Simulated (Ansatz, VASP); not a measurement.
**TaSi2: VASP beside Ansatz**

```
CELL_PARAMETERS angstrom
4.78000 0.00000 0.00000
-2.39000 4.13960 0.00000
0.00000 0.00000 6.56400
ATOMIC_POSITIONS crystal
Ta 0.00000 0.50000 0.16667
Ta 0.50000 0.50000 0.83333
Ta 0.50000 0.00000 0.50000
Si 0.33330 0.16665 0.16667
Si 0.16665 0.83335 0.83333
Si 0.83335 0.66670 0.50000
Si 0.66670 0.83335 0.16667
Si 0.83335 0.16665 0.83333
Si 0.16665 0.33330 0.50000
```

Alike in both runs: task relaxation of cell and atoms; functional LDA; k mesh 5 × 5 × 3; occupations fermi-dirac, width 0.05 eV; no spin polarisation.

```csv
,VASP,Ansatz
version,VASP 6.6.1,Ansatz 0.2.0
potentials or method,"VASP PAW LDA potentials, release 64 (Ta_pv, Si)",Ansatz PAW
plane-wave cutoff (eV),600,420
valence electrons in the cell,57,63
```

VASP gave:

```
gap on the k mesh at the Fermi level, each at its own relaxed structure (eV) : none
relaxed volume (Å³/atom)                                                     : 14.10
relaxed length of the cell vector where the two differ most in proportion (Å)              : 6.507
```

Task: Which values does Ansatz return?

Result: gap on the k mesh at the Fermi level, each at its own relaxed structure (eV): none; relaxed volume (Å³/atom): 14.06; relaxed length of the cell vector where the two differ most in proportion (Å): 6.500.

LDA's correlation is that of Perdew and Zunger in VASP and of Perdew and Wang (1992) in Ansatz. A gap of «none» marks a metal or a gap that the smearing closes. VASP's potentials hold 57 valence electrons a cell and Ansatz's 63, so a difference there can come from the potentials and not from the codes.

Spin-orbit coupling is off throughout. Noted on Ansatz's run: the plane-wave basis is chosen anew once the cell has moved, so the energies of steps on either side of that aren't comparable.
